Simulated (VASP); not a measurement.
A run of VASP 6.6.1 is set up as follows.

The input INCAR:

```
SYSTEM = ZnSe
PREC     = Accurate       ! precision mode
ENCUT    = 520            ! plane-wave cutoff, eV
EDIFF    = 1E-7           ! SCF threshold, eV
ISMEAR   = 0              ! smearing method
SIGMA    = 0.02           ! smearing width, eV
LREAL    = .False.        ! projectors in reciprocal space
LASPH    = .True.         ! aspherical terms in the spheres
NELM     = 100            ! most SCF steps
ALGO     = Normal         ! electronic algorithm
ISIF     = 2              ! what is computed and relaxed
LWAVE    = .False.        ! write WAVECAR
LCHARG   = .True.         ! write CHGCAR
GGA      = PS             ! functional
LELF     = .True.         ! ELF
LVHAR    = .True.       
NBANDS   = 26             ! bands
```

File KPOINTS:

```
regular mesh
0
Gamma
  8 8 6
  0 0 0
```

POSCAR

```
ZnSe
1.0
    2.8604224375      2.8604224375      0.0000000000
   -2.8604224375      2.8604224375      0.0000000000
    0.0000000000      0.0000000000      5.4079174409
Zn Se
2 2
Direct
    0.0000000000      0.0000000000      0.0000000000
    0.5000000000      0.5000000000      0.5000000000
    0.5000000000      0.0000000000      0.2500000000
    0.0000000000      0.5000000000      0.7500000000
```

Potentials or basis: VASP PAW PBE potentials, release 64 (Zn, Se).

Command:

```console
$ cat potpaw_PBE.64/Zn/POTCAR potpaw_PBE.64/Se/POTCAR > POTCAR
$ mpirun -np 1 vasp_std > vasp.out
```

(1) What does it give for the band gap on the k mesh?

(2) Predict the pressure.

## Answers

(1) 1.15 eV.

(2) 0.9 GPa.

Caveat: the cell differs from its parent crystal (uniaxial strain along c: -4.0 %, then relaxed in part); the PAW data sets were made with another functional, which shifts forces and pressure a little.
